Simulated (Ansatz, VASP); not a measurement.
# CsCl: VASP beside Ansatz

```xyz
2
Lattice="4.1230 0.0206 0.0206 0.0206 4.1230 0.0206 0.0206 0.0206 4.1230" Properties=species:S:1:pos:R:3 pbc="T T T"
Cs    0.0000    0.0000    0.0000
Cl    2.0821    2.0821    2.0821
```

Change from the starting cell: equal xy, yz and zx shear strains of +1 %.

Alike in both runs: task single point; functional PBEsol; k mesh 6 × 6 × 6; occupations fermi-dirac, width 0.03 eV; no spin polarisation.

|  | VASP | Ansatz |
| --- | --- | --- |
| version | VASP 6.6.1 | Ansatz 0.2.0 |
| potentials or method | VASP PAW PBE potentials, release 64 (Cs_sv, Cl), cutoff 500 eV | all-electron LAPW, scalar-relativistic |

```tsv
	VASP	Ansatz	Ansatz less VASP
gap on the k mesh at the Fermi level (eV)	5.04	5.06	+0.012
pressure (GPa)	-0.6	-0.7	-0.02
traceless stress, the component that is largest in VASP (GPa)	-0.06	-0.06	+0.003
```

VASP's potentials were made for PBE, not for PBEsol. Ansatz ran all-electron here, and VASP with PAW potentials.

Spin-orbit coupling is off throughout.
